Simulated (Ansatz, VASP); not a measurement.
**Ca: VASP beside Ansatz**

```
Ca
1.0
     4.13920    0.00000    0.00000
    -2.06960    3.58465    0.00000
     0.00000    0.00000    6.78080
Ca
2
Direct
  0.33333 0.66667 0.25000
  0.66667 0.33333 0.75000
```

Change from the starting cell: strain +0.040 along x and y, +0.040 along z, atoms carried along.

Alike in both runs: task single point; functional PBEsol; k mesh 12 × 12 × 8; occupations gaussian, width 0.15 eV; no spin polarisation.

|  | VASP | Ansatz |
| --- | --- | --- |
| version | VASP 6.6.1 | Ansatz 0.2.0 |
| potentials or method | VASP PAW PBE potentials, release 64 (Ca_sv), cutoff 520 eV | scalar-relativistic, plane waves, PAW |
| valence electrons in the cell | 20 | 20 |

|  | VASP | Ansatz | Ansatz less VASP |
| --- | --- | --- | --- |
| gap on the k mesh at the Fermi level (eV) | none | none | - |
| pressure (GPa) | -2.7 | -2.7 | 0.00 |

VASP's potentials were made for PBE, not for PBEsol. A gap of «none» marks a metal or a gap that the smearing closes. With one functional, cell and mesh, what is left measures potentials, basis and numerics.
